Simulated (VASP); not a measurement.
# CdS (F-43m) in VASP: a series of runs

Aim: see how the results for CdS move with the level of theory and the settings. Levels: r2SCAN50, HF, r2SCAN0. Tasks: single point.

All numbers are computed with VASP 6.6.1; they aren't measurements. Logs are shortened: lines on timing, memory, paths and dates and some standing lists are left out, and cuts for length are marked.

**1. The cell of the first run**

The structure is cubic, space group F-43m (No. 216). Conventional cell: a = 5.833 Å, b = 5.833 Å, c = 5.833 Å, α = 90.00°, β = 90.00°, γ = 90.00°. Cd (site symmetry -43m) has 4 S at 2.53 Å within 3.3 Å. S (site symmetry -43m) has 4 Cd at 2.53 Å within 3.3 Å.

**2. Single point, r2SCAN50**

POSCAR reads:

```
CdS
1.0
    0.0000000000      2.9165000000      2.9165000000
    2.9165000000      0.0000000000      2.9165000000
    2.9165000000      2.9165000000      0.0000000000
Cd S
1 1
Direct
    0.0000000000      0.0000000000      0.0000000000
    0.7500000000      0.7500000000      0.7500000000
```

INCAR.step1 reads:

```
SYSTEM = CdS
  PREC = Accurate
  ENCUT = 520
  EDIFF = 1E-5
  ISMEAR = -1
  SIGMA = 0.05
  LREAL = .FALSE.
  LASPH = .TRUE.
  NELM = 80
  ALGO = Normal
  ISIF = 2
  LWAVE = .TRUE.
  GGA = PE
  NBANDS = 16
```

INCAR.step2 reads:

```
SYSTEM = CdS
  PREC = Accurate
  ENCUT = 520
  EDIFF = 1E-6
  ISMEAR = -1
  SIGMA = 0.05
  LREAL = .FALSE.
  LASPH = .TRUE.
  NELM = 80
  ALGO = Normal
  ISIF = 2
  LWAVE = .FALSE.
  LCHARG = .TRUE.
  METAGGA = R2SCAN
  LHFCALC = .TRUE.
  AEXX = 0.5
  LMIXTAU = .TRUE.
  PRECFOCK = Normal
  LELF = .TRUE.
  LVHAR = .TRUE.
  ISTART = 1
  NBANDS = 16
```

KPOINTS reads:

```
regular mesh
0
G
  4 4 4
  0 0 0
```

Potentials or basis: VASP PAW PBE potentials, release 64 (Cd, S).

Command:

```
$ cat potpaw_PBE.64/Cd/POTCAR potpaw_PBE.64/S/POTCAR > POTCAR
$ cp INCAR.step1 INCAR
$ mpirun -np 1 vasp_std > vasp.out
$ cp INCAR.step2 INCAR
$ mpirun -np 1 vasp_std > vasp.out
```

OUTCAR:

```text
SYSTEM = CdS
   PREC = Accurate
   ENCUT = 520
   EDIFF = 1E-6
   ISMEAR = -1
   LREAL = .FALSE.
   LASPH = .TRUE.
   NELM = 80
   ISIF = 2
   METAGGA = R2SCAN
   LHFCALC = .TRUE.
   AEXX = 0.5
   PRECFOCK = Normal
   ISTART = 1

 ion  position               nearest neighbor table
   1  0.000  0.000  0.000-   2 2.53   2 2.53   2 2.53   2 2.53
   2  0.750  0.750  0.750-   1 2.53   1 2.53   1 2.53   1 2.53

  LATTYP: Found a face centered cubic cell.
 ALAT       =     5.8330000000

  Lattice vectors:

 A1 = (   0.0000000000,   2.9165000000,   2.9165000000)
 A2 = (   2.9165000000,   0.0000000000,   2.9165000000)
 A3 = (   2.9165000000,   2.9165000000,   0.0000000000)

Analysis of symmetry for initial positions (statically):
=====================================================================
 Subroutine PRICEL returns:
 Original cell was already a primitive cell.

 Routine SETGRP: Setting up the symmetry group for a
 face centered cubic supercell.

 Subroutine GETGRP returns: Found 24 space group operations
 (whereof 24 operations were pure point group operations)
 out of a pool of 48 trial point group operations.

The static configuration has the point symmetry T_d .

Analysis of symmetry for dynamics (positions and initial velocities):
=====================================================================
 Subroutine PRICEL returns:
 Original cell was already a primitive cell.

 Routine SETGRP: Setting up the symmetry group for a
 face centered cubic supercell.

 Subroutine GETGRP returns: Found 24 space group operations
 (whereof 24 operations were pure point group operations)
 out of a pool of 48 trial point group operations.

The dynamic configuration has the point symmetry T_d .

 Subroutine INISYM returns: Found 24 space group operations
 (whereof 24 operations are pure point group operations),
 and found     1 'primitive' translations

----------------------------------------------------------------------------------------

                                     Primitive cell

  volume of cell :      49.6153

  direct lattice vectors                    reciprocal lattice vectors
     0.000000000  2.916500000  2.916500000    -0.171438368  0.171438368  0.171438368
     2.916500000  0.000000000  2.916500000     0.171438368 -0.171438368  0.171438368
     2.916500000  2.916500000  0.000000000     0.171438368  0.171438368 -0.171438368
[... 73 lines left out ...]
   ISIF   =      2    stress and relaxation
   ISYM   =      3    0-nonsym 1-usesym 2-fastsym
   POTIM  = 0.5000    time-step for ionic-motion
   TEBEG  =    0.0;   TEEND  =   0.0 temperature during run
   PSTRESS=    0.0 pullay stress
   NELECT =      18.0000    total number of electrons
   NUPDOWN=      -1.0000    fix difference up-down
   EMIN   =  10.00;   EMAX   =-10.00  energy-range for DOS
   EFERMI =   0.00;   METHOD = LEGACY
   ISMEAR =    -1;   SIGMA  =   0.05  broadening in eV -4-tet -1-fermi 0-gaus
   EFERMI_NEDOS =   21; number of points for ismear=-14 and -15
   IALGO  =     38    algorithm
   IMIX   =      1    mixing-type and parameters
     AMIX     =   0.40;   BMIX     =  1.00
     AMIX_MAG =   1.60;   BMIX_MAG =  1.00
  volume/ion in A,a.u.               =      24.81       167.41
  Fermi-wavevector in a.u.,A,eV,Ry     =   1.167599  2.206442 18.548649  1.363287
  Thomas-Fermi vector in A             =   2.304097
   LORBIT       =      0    0 simple, 1 ext, 2 COOP (PROOUT), +10 PAW based schemes
   METAGGA = R2SCAN    functional components
   LHFCALC =     T    Hartree Fock is set to
   PRECFOCK=normal    Normal, Fast or Accurate (Low or Medium for compatibility)
   ENCUT4O =  -1.0   cutoff for four orbital integrals eV
   NKREDX  =     1    reduce k-point grid by
   NKREDY  =     1    reduce k-point grid by
   NKREDZ  =     1    reduce k-point grid by
   AEXX    =    0.5000 exact exchange contribution
   HFSCREEN=    0.0000 screening length (either q_TF or 0.3 A-1)
   HFSCREENC=   0.0000 screening length for correlation (either q_TF or 0.3 A-1)
   ENCUTFOCK=  -1.0 apply spherical cutoff to Coloumb kernel
   IVDW    =     0    specifies the selected vdW correction
   LEPSILON=     F    determine dielectric tensor
   LRPA    =     F    only Hartree local field effects (RPA)
 non-spin polarized calculation
  energy-cutoff  :      520.00
  volume of cell :       49.62
 maximum number of plane-waves:      1363
 NGX is ok and might be reduce to    32
  NGX = 24; NGY = 24; NGZ = 24

 number of electron      18.0000005 magnetization

 Free energy of the ion-electron system (eV)
  ---------------------------------------------------
  ext. energy  EPLUGINS =         0.00000000
  ---------------------------------------------------
  free energy    TOTEN  =       -22.24712655 eV

  energy without entropy =      -22.24712655  energy(sigma->0) =      -22.24712655

 E-fermi :   0.2708     XC(G=0):  -5.4704

 val. band max:       -0.8605903094   @ k =   0.0000   0.0000   0.0000
 cond. band min:       3.9074542300   @ k =   0.0000   0.0000   0.0000
 fundamental gap:      4.7680445393
 Fermi energy:         0.2707544520

 k-point     1 :       0.0000    0.0000    0.0000
  band No.  band energies     occupation
      1     -15.7768      2.00000
      2     -11.0250      2.00000
      3     -11.0250      2.00000
      4     -11.0250      2.00000
      5     -10.5292      2.00000
      6     -10.5292      2.00000
[... 129 lines left out ...]
      3     -10.7710      2.00000
      4     -10.5800      2.00000
      5     -10.5201      2.00000
      6      -9.7805      2.00000
[... 8 lines left out ...]
     15      16.6861      0.00000
     16      17.2567      0.00000

------------------------ aborting loop because EDIFF is reached ----------------------------------------

  FORCE on cell =-STRESS in cart. coord.  units (eV):
  Direction    XX          YY          ZZ          XY          YZ          ZX
  --------------------------------------------------------------------------------------
  -------------------------------------------------------------------------------------
  Total        0.1840759      0.1840759      0.1840759      0.0000000      0.0000000      0.0000000
  in kB        5.9441750      5.9441750      5.9441750      0.0000000      0.0000000      0.0000000
  external PRESSURE =       5.9441750 kB  Pullay stress =       0.0000000 kB

 VOLUME and BASIS-vectors are now :
 -----------------------------------------------------------------------------
  energy-cutoff  :      520.00
  volume of cell :       49.62
      direct lattice vectors                 reciprocal lattice vectors
     0.000000000  2.916500000  2.916500000    -0.171438368  0.171438368  0.171438368
     2.916500000  0.000000000  2.916500000     0.171438368 -0.171438368  0.171438368
     2.916500000  2.916500000  0.000000000     0.171438368  0.171438368 -0.171438368

 POSITION                                       TOTAL-FORCE (eV/Angst)
 -----------------------------------------------------------------------------------
      0.00000      0.00000      0.00000        -0.000000     -0.000000     -0.000000
      4.37475      4.37475      4.37475         0.000000      0.000000      0.000000
 -----------------------------------------------------------------------------------
    total drift:                               -0.000044     -0.000057     -0.000030

  FREE ENERGIE OF THE ION-ELECTRON SYSTEM (eV)
  ---------------------------------------------------
  free  energy   TOTEN  =       -22.2471265478 eV

  energy  without entropy=      -22.2471265478  energy(sigma->0) =      -22.24712655
```

OSZICAR.step1:

```text
N       E                     dE             d eps       ncg     rms          rms(c)
DAV:   1     0.110950365643E+03    0.11095E+03   -0.92024E+03   280   0.103E+03
DAV:   2    -0.235092860201E+01   -0.11330E+03   -0.10761E+03   304   0.260E+02
DAV:   3    -0.662211062474E+01   -0.42712E+01   -0.42616E+01   336   0.516E+01
DAV:   4    -0.664677294158E+01   -0.24662E-01   -0.24659E-01   304   0.395E+00
DAV:   5    -0.664707792279E+01   -0.30498E-03   -0.30498E-03   336   0.414E-01    0.811E+00
DAV:   6    -0.610817608246E+01    0.53890E+00   -0.83448E-01   360   0.116E+01    0.653E+00
DAV:   7    -0.608719600460E+01    0.20980E-01   -0.20912E-01   304   0.312E+00    0.317E+00
DAV:   8    -0.608777143754E+01   -0.57543E-03   -0.19934E-02   280   0.179E+00    0.317E-01
DAV:   9    -0.608770135039E+01    0.70087E-04   -0.24631E-03   272   0.738E-01    0.604E-02
DAV:  10    -0.608782393123E+01   -0.12258E-03   -0.27321E-04   288   0.180E-01    0.687E-02
DAV:  11    -0.608791704889E+01   -0.93118E-04   -0.14895E-04   272   0.101E-01    0.215E-02
DAV:  12    -0.608790736284E+01    0.96861E-05   -0.30811E-05   336   0.737E-02
   1 F= -.60879074E+01 E0= -.60879070E+01  d E =-.768019E-06
```

It took 6 min on 1 thread of Intel Xeon Platinum 8259CL at 2.50GHz (Skylake/Cascade Lake), shared host; peak memory 0.19 GiB.

What came out:

```
Free energy            : -22.2471 eV
Pressure               : 0.6 GPa
Band gap on the k mesh : 4.77 eV
```

Levels at points of the mesh, in eV from the valence-band top:
| k point | band 5 | band 6 | band 7 | band 8 | band 9 | band 10 | band 11 | band 12 | band 13 | band 14 |
| --- | --- | --- | --- | --- | --- | --- | --- | --- | --- | --- |
| (0.00, 0.00, 0.00) | -9.67 | -9.67 | 0.00 | 0.00 | 0.00 | 4.77 | 10.56 | 10.56 | 10.56 | 15.68 |
| (0.50, 0.00, 0.00) | -9.64 | -9.21 | -5.06 | -0.87 | -0.87 | 6.82 | 10.94 | 10.94 | 11.42 | 15.17 |
| (0.50, 0.50, 0.00) | -9.59 | -9.10 | -4.54 | -2.18 | -2.18 | 6.85 | 8.19 | 13.55 | 15.51 | 15.51 |

Caveat: the k points lie up to 0.47 Å⁻¹ apart; the PAW data sets were made with another functional, which shifts forces and pressure a little.

**3. Single point, HF**

POSCAR is that of step 2.

INCAR.step1 reads:

```
SYSTEM = CdS
PREC     = Accurate       ! precision mode
ENCUT    = 520            ! plane-wave cutoff, eV
EDIFF    = 1E-5           ! SCF threshold, eV
ISMEAR   = -1             ! smearing method
SIGMA    = 0.05           ! smearing width, eV
LREAL    = .FALSE.        ! projectors in reciprocal space
LASPH    = .TRUE.         ! aspherical terms in the spheres
NELM     = 80             ! most SCF steps
ALGO     = Normal         ! electronic algorithm
ISIF     = 2              ! what is computed and relaxed
LWAVE    = .TRUE.         ! write WAVECAR
LCHARG   = .FALSE.        ! write CHGCAR
GGA      = PE             ! functional
NBANDS   = 16             ! bands
```

INCAR.step2 reads:

```
SYSTEM = CdS
PREC     = Accurate       ! precision mode
ENCUT    = 520            ! plane-wave cutoff, eV
EDIFF    = 1E-6           ! SCF threshold, eV
ISMEAR   = -1             ! smearing method
SIGMA    = 0.05           ! smearing width, eV
LREAL    = .FALSE.        ! projectors in reciprocal space
LASPH    = .TRUE.         ! aspherical terms in the spheres
NELM     = 80             ! most SCF steps
ALGO     = Normal         ! electronic algorithm
ISIF     = 2              ! what is computed and relaxed
LWAVE    = .FALSE.        ! write WAVECAR
LCHARG   = .FALSE.        ! write CHGCAR
GGA      = PE             ! functional
LHFCALC  = .TRUE.         ! exact exchange
AEXX     = 1.0            ! exact-exchange fraction
ALDAC    = 0.0          
AGGAC    = 0.0          
PRECFOCK = Normal       
ISTART   = 1            
NBANDS   = 16             ! bands
```

KPOINTS is that of step 2.

Potentials or basis: VASP PAW PBE potentials, release 64 (Cd, S).

Command:

```
$ cat potpaw_PBE.64/Cd/POTCAR potpaw_PBE.64/S/POTCAR > POTCAR
$ cp INCAR.step1 INCAR
$ mpirun -np 1 vasp_std > vasp.out
$ cp INCAR.step2 INCAR
$ mpirun -np 1 vasp_std > vasp.out
```

Run time: 6.7 min. Hardware: 1 thread of Intel Xeon Platinum 8259CL at 2.50GHz (Skylake/Cascade Lake), shared host; peak memory 0.18 GiB.

It converged, with:

| Quantity | Value |
| --- | --- |
| Free energy | -12.7925 eV |
| Pressure | 7.0 GPa |
| Band gap on the k mesh | 8.64 eV |

Levels at points of the mesh, in eV from the valence-band top:
| k point | band 7 | band 8 | band 9 | band 10 | band 11 | band 12 |
| --- | --- | --- | --- | --- | --- | --- |
| (0.00, 0.00, 0.00) | 0.00 | 0.00 | 0.00 | 8.64 | 14.56 | 14.56 |
| (0.50, 0.00, 0.00) | -5.47 | -0.94 | -0.94 | 10.77 | 14.87 | 14.87 |
| (0.50, 0.50, 0.00) | -4.90 | -2.36 | -2.36 | 10.43 | 12.12 | 17.88 |

Caveat: the k points lie up to 0.47 Å⁻¹ apart; the PAW data sets were made with another functional, which shifts forces and pressure a little.

**4. Single point, r2SCAN0**

This run uses another cell than the first one, of 23.32 Å³/atom.

POSCAR reads:

```
CdS
1.0
    0.0000000000      2.8569628861      2.8569628861
    2.8569628861      0.0000000000      2.8569628861
    2.8569628861      2.8569628861      0.0000000000
Cd S
1 1
Direct
    0.0000000000      0.0000000000      0.0000000000
    0.7500000000      0.7500000000      0.7500000000
```

INCAR.step1 reads:

```
SYSTEM = CdS
PREC = Accurate
ENCUT = 520
EDIFF = 1E-5
ISMEAR = -1
SIGMA = 0.05
LREAL = .FALSE.
LASPH = .TRUE.
NELM = 100
ALGO = Normal
ISIF = 2
LWAVE = .TRUE.
GGA = PE
NBANDS = 16
```

INCAR.step2 reads:

```
SYSTEM = CdS
PREC = Accurate
ENCUT = 520
EDIFF = 1E-6
ISMEAR = -1
SIGMA = 0.05
LREAL = .FALSE.
LASPH = .TRUE.
NELM = 100
ALGO = Normal
ISIF = 2
LWAVE = .FALSE.
LCHARG = .TRUE.
METAGGA = R2SCAN
LHFCALC = .TRUE.
AEXX = 0.25
LMIXTAU = .TRUE.
PRECFOCK = Normal
LELF = .TRUE.
LVHAR = .TRUE.
ISTART = 1
NBANDS = 16
```

KPOINTS is that of step 3.

Command:

```
$ cat potpaw_PBE.64/Cd/POTCAR potpaw_PBE.64/S/POTCAR > POTCAR
$ cp INCAR.step1 INCAR
$ mpirun -np 1 vasp_std > vasp.out
$ cp INCAR.step2 INCAR
$ mpirun -np 1 vasp_std > vasp.out
```

It took 8.7 min on 1 thread of Intel Xeon 8259CL, shared host; peak memory 0.18 GiB.

Results (log left out):

* Free energy: -25.8506 eV
* Pressure: 6.1 GPa
* Band gap on the k mesh: 3.31 eV

Levels at points of the mesh, in eV from the valence-band top:
```csv
k point,band 5,band 6,band 7,band 8,band 9,band 10,band 11,band 12,band 13,band 14
"(0.00, 0.00, 0.00)",-8.71,-8.71,0.00,0.00,0.00,3.31,8.79,8.79,8.79,14.03
"(0.50, 0.00, 0.00)",-8.67,-8.23,-5.22,-0.92,-0.92,5.23,9.20,9.20,9.86,13.65
"(0.50, 0.50, 0.00)",-8.61,-8.13,-4.59,-2.31,-2.31,5.23,6.51,12.02,13.94,13.94
```

Caveat: the k points lie up to 0.48 Å⁻¹ apart; the PAW data sets were made with another functional, which shifts forces and pressure a little.

**5. Single point, r2SCAN0**

This run uses another cell than the first one, of 23.82 Å³/atom.

POSCAR reads:

```
CdS
1.0
    0.0000000000      2.8770830059      2.8770830059
    2.8770830059      0.0000000000      2.8770830059
    2.8770830059      2.8770830059      0.0000000000
Cd S
1 1
Direct
    0.0000000000      0.0000000000      0.0000000000
    0.7500000000      0.7500000000      0.7500000000
```

INCAR.step1 reads:

```
ALGO     = Normal         # electronic algorithm
EDIFF    = 1E-5           # SCF threshold, eV
ENCUT    = 520            # plane-wave cutoff, eV
GGA      = PE             # functional
ISIF     = 2              # what is computed and relaxed
ISMEAR   = -1             # smearing method
LASPH    = True           # aspherical terms in the spheres
LCHARG   = False          # write CHGCAR
LREAL    = False          # projectors in reciprocal space
LWAVE    = True           # write WAVECAR
NBANDS   = 16             # bands
NELM     = 60             # most SCF steps
PREC     = Accurate       # precision mode
SIGMA    = 0.05           # smearing width, eV
```

INCAR.step2 reads:

```
AEXX     = 0.25           # exact-exchange fraction
ALGO     = Normal         # electronic algorithm
EDIFF    = 1E-6           # SCF threshold, eV
ENCUT    = 520            # plane-wave cutoff, eV
ISIF     = 2              # what is computed and relaxed
ISMEAR   = -1             # smearing method
ISTART   = 1            
LASPH    = True           # aspherical terms in the spheres
LCHARG   = False          # write CHGCAR
LHFCALC  = True           # exact exchange
LMIXTAU  = True         
LREAL    = False          # projectors in reciprocal space
LWAVE    = False          # write WAVECAR
METAGGA  = R2SCAN         # meta-GGA
NBANDS   = 16             # bands
NELM     = 60             # most SCF steps
PREC     = Accurate       # precision mode
PRECFOCK = Normal       
SIGMA    = 0.05           # smearing width, eV
```

KPOINTS reads:

```
k-points
0
Gamma
  4 4 4
```

Command:

```
$ cat potpaw_PBE.64/Cd/POTCAR potpaw_PBE.64/S/POTCAR > POTCAR
$ cp INCAR.step1 INCAR
$ mpirun -np 1 vasp_std > vasp.out
$ cp INCAR.step2 INCAR
$ mpirun -np 1 vasp_std > vasp.out
```

It took 7.6 min on 1 thread of Intel Xeon 8259CL, shared host; peak memory 0.19 GiB.

It converged, with:

```yaml
Free_energy: -25.8832 eV
Pressure: 4.3 GPa
Band_gap_on_the_k_mesh: 3.26 eV
```

Levels at points of the mesh, in eV from the valence-band top:
| k point | band 7 | band 8 | band 9 | band 10 | band 11 | band 12 |
| --- | --- | --- | --- | --- | --- | --- |
| (0.00, 0.00, 0.00) | 0.00 | 0.00 | 0.00 | 3.26 | 8.79 | 8.79 |
| (0.50, 0.00, 0.00) | -5.06 | -0.89 | -0.89 | 5.20 | 9.20 | 9.20 |
| (0.50, 0.50, 0.00) | -4.48 | -2.22 | -2.22 | 5.26 | 6.50 | 11.90 |

Caveat: the k points lie up to 0.47 Å⁻¹ apart; the PAW data sets were made with another functional, which shifts forces and pressure a little.

**6. Overview**

| level | cell | share of exact exchange | gap on the mesh (eV) | pressure (GPa) |
| --- | --- | --- | --- | --- |
| r2SCAN50 | a = 4.125 Å, angles 60.0°, 2 atoms | 0.5 | 4.77 | 0.6 |
| HF | a = 4.125 Å, angles 60.0°, 2 atoms | 1 | 8.64 | 7.0 |
| r2SCAN0 | a = 4.040 Å, angles 60.0°, 2 atoms | 0.25 | 3.31 | 6.1 |
| r2SCAN0 | a = 4.069 Å, angles 60.0°, 2 atoms | 0.25 | 3.26 | 4.3 |

Alike in all rows: task single point; potentials or basis VASP PAW PBE potentials, release 64 (Cd, S); no spin polarisation; k mesh 4 × 4 × 4; cutoff (eV) 520; smearing fermi-dirac 0.05 eV.

Caveats: all runs use coarse meshes; the PAW data sets were made with another functional, which shifts forces and pressure a little.

Absolute energies hang on the potentials; compare differences alone.
